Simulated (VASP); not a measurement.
Set up this calculation in VASP 6.6.1, as the native input.

| Quantity | Value |
| --- | --- |
| Task | relaxation of cell and atoms |
| Functional | revPBE |
| Dispersion | D4 |
| Potentials or basis | VASP PAW PBE potentials, release 64 (Ta_pv, N) |
| Cutoff | 600 eV |
| k mesh | 10 × 10 × 10 |
| Occupations | fermi-dirac, width 0.05 eV |
| Spin | no spin polarisation |
| Dipole correction | no |
| Further INCAR settings | ALGO = Normal; EDIFF = 1e-06; IBRION = 2; EDIFFG = -0.005; NSW = 80; ISIF = 3 |

The structure of TaN lies in POSCAR:

```
TaN
1.0
    0.0000000000      2.2113230000      2.2113230000
    2.2113230000      0.0000000000      2.2113230000
    2.2113230000      2.2113230000      0.0000000000
Ta N
1 1
Direct
    0.5000000000      0.5000000000      0.5000000000
    0.0000000000      0.0000000000      0.0000000000
```

One way to write it, as run:

INCAR

```
SYSTEM = TaN
PREC = Accurate ; ENCUT = 600
EDIFF = 1E-6 ; ISMEAR = -1
SIGMA = 0.05 ; LREAL = .False.
LASPH = .True. ; NELM = 60
ALGO = Normal ; ISIF = 3
LWAVE = .False. ; LCHARG = .False.
GGA = RE ; IVDW = 13
IBRION = 2 ; NSW = 80
EDIFFG = -0.005
```

KPOINTS

```
Automatic mesh
0
Gamma
  10 10 10
  0 0 0
```

Potentials or basis: VASP PAW PBE potentials, release 64 (Ta_pv, N).

Launch:

```sh
$ cat potpaw_PBE.64/Ta_pv/POTCAR potpaw_PBE.64/N/POTCAR > POTCAR
$ mpirun -np 1 vasp_std > vasp.out
```

Results of the run:

```json
{
 "Relaxed volume": "10.57 Å³/atom",
 "Relaxed cell": "a = 3.104 Å, b = 3.104 Å, c = 3.104 Å, α = 60.00°, β = 60.00°, γ = 60.00°",
 "Space group after relaxing (to 0.05 Å)": "Fm-3m (No. 225)",
 "Energy gained by relaxing": "5.7 meV/atom",
 "Ionic steps": "4",
 "Pressure after relaxing": "0.0 GPa",
 "Band gap on the k mesh": "zero (band 8 reaches 11.61 eV, above the bottom of band 9 at 7.57 eV)",
 "Dispersion energy per atom": "-0.560 eV"
}
```

Caveat: the PAW data sets were made with another functional, which shifts forces and pressure a little; spin-orbit coupling is left out, which moves the levels of the heavy elements; pairwise dispersion overbinds metals, which lowers pressure and volume.

It took 52 s on 1 thread of Intel(R) Xeon(R) Platinum 8259CL CPU @ 2.50GHz (Skylake/Cascade Lake), with other jobs on the host, peak memory 0.17 GiB.
